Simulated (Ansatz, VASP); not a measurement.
Na in VASP and in Ansatz

```xyz
2
Lattice="0.0000 3.5232 5.5456 2.0341 0.0000 5.5456 2.0341 3.5232 0.0000" Properties=species:S:1:pos:R:3 pbc="T T T"
Na    2.0341    1.1744    5.5456
Na    2.0341    5.8719    5.5456
```

Alike in both runs: task single point; functional PBE; k mesh 6 × 6 × 6; occupations gaussian, width 0.1 eV; no spin polarisation.

```csv
,VASP,Ansatz
version,VASP 6.6.1,Ansatz 0.2.0
potentials or method,"VASP PAW PBE potentials, release 64 (Na_pv), cutoff 520 eV","scalar-relativistic, plane waves, PAW"
valence electrons in the cell,14,18
```

|  | VASP | Ansatz | Ansatz less VASP |
| --- | --- | --- | --- |
| gap on the k mesh at the Fermi level (eV) | none | none | - |
| pressure (GPa) | 6.0 | 6.0 | -0.01 |
| traceless stress, the component that is largest in VASP (GPa) | -7.26 | -7.24 | +0.017 |
| rms of the force components (eV/Å) | 0.004 | 0.004 | +0.0001 |

Atom by atom the forces differ by 0.000 eV/Å (rms over components). A gap of «none» marks a metal or a gap that the smearing closes. With one functional, cell and mesh, what is left measures potentials, basis and numerics. VASP's potentials hold 14 valence electrons a cell and Ansatz's 18, so a difference there can come from the potentials and not from the codes.
